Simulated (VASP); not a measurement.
Wanted: the native input for a VASP 6.6.1 run.

| Quantity | Value |
| --- | --- |
| Task | single point |
| Functional | PBE |
| Potentials or basis | VASP PAW PBE potentials, release 64 (As, Se) |
| Cutoff | 520 eV |
| k mesh | 12 × 12 × 8 |
| Occupations | gaussian, width 0.1 eV |
| Spin | no spin polarisation |
| Dipole correction | no |
| Further INCAR settings | ALGO = Normal; EDIFF = 1e-06; NBANDS = 16 |

The structure of AsSe2 lies in POSCAR:

```
AsSe2
1.0
    3.8369719310      0.0000000000      0.0000000000
    0.0000000000      3.8369719310      0.0000000000
    0.0000000000      0.0000000000      5.4059167763
As Se
1 2
Direct
    0.0000000000      0.0000000000      0.0000000000
    0.0000000000      0.5000000000      0.3003097305
    0.5000000000      0.0000000000      0.6996902695
```

The cell was built from a structure type or drawn by symmetry, and may not be a known phase.

These files were run (other wordings do the same):

INCAR

```
  PREC = Accurate
  ENCUT = 520
  EDIFF = 1E-6
  ISMEAR = 0
  SIGMA = 0.1
  LREAL = False
  LASPH = True
  NELM = 60
  ALGO = Normal
  ISIF = 2
  LWAVE = False
  LCHARG = False
  GGA = PE
  NBANDS = 16
```

KPOINTS

```
regular mesh
0
Gamma
  12 12 8
```

Potentials or basis: VASP PAW PBE potentials, release 64 (As, Se).

Launch:

```sh
$ cat potpaw_PBE.64/As/POTCAR potpaw_PBE.64/Se/POTCAR > POTCAR
$ mpirun -np 1 vasp_std > vasp.out
```

Results of the run:

```
Pressure               : 0.1 GPa
Largest force          : 0.019 eV/Å
Band gap on the k mesh : zero (an odd number of electrons rules out a gap without spin polarisation)
```

Run time: 58 s on 1 thread of Intel(R) Xeon(R) 6975P-C (Granite Rapids), with other jobs on the host, peak memory 0.3 GiB.
